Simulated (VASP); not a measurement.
Here is a VASP 6.6.1 calculation.

The input INCAR:

```
SYSTEM = HfCl5
PREC = Accurate
ENCUT = 520
EDIFF = 1E-6
ISMEAR = 0
SIGMA = 0.1
LREAL = .False.
LASPH = .True.
NELM = 80
ALGO = Normal
ISIF = 2
LWAVE = .False.
LCHARG = .True.
GGA = PE
LELF = .True.
LVHAR = .True.
NBANDS = 32
```

File KPOINTS:

```
regular mesh
0
Gamma
  6 6 6
  0 0 0
```

POSCAR

```
HfCl5
1.0
    3.4567141569      1.9957348490      3.3097978771
   -3.4567141569      1.9957348490      3.3097978771
    0.0000000000     -3.9914696980      3.3097978771
Hf Cl
1 5
Direct
    0.0000000000      0.0000000000      0.0000000000
    0.0000000000      0.0000000000      0.5000000000
    0.5000000000      0.0000000000      0.0000000000
    0.0000000000      0.5000000000      0.0000000000
    0.6009967247      0.6009967247      0.6009967247
    0.3990032753      0.3990032753      0.3990032753
```

Potentials or basis: VASP PAW PBE potentials, release 64 (Hf_pv, Cl).

The run is started by

```sh
$ cat potpaw_PBE.64/Hf_pv/POTCAR potpaw_PBE.64/Cl/POTCAR > POTCAR
$ mpirun -np 1 vasp_std > vasp.out
```

Question: What does it give for the pressure?

Answer: -0.5 GPa.

Question: What does it give for the largest force?

Answer: 0.222 eV/Å.

Forces in eV/Å, atoms in the order of the input:
```
Hf   0.000  0.000  0.000
Cl   0.000  0.000  0.000
Cl   0.000  0.000  0.000
Cl   0.000  0.000  0.000
Cl   0.000  0.000 -0.222
Cl   0.000  0.000  0.222
```

Caveat: an odd number of electrons without spin polarisation forces a metal; a magnetic or distorted state may lie lower.
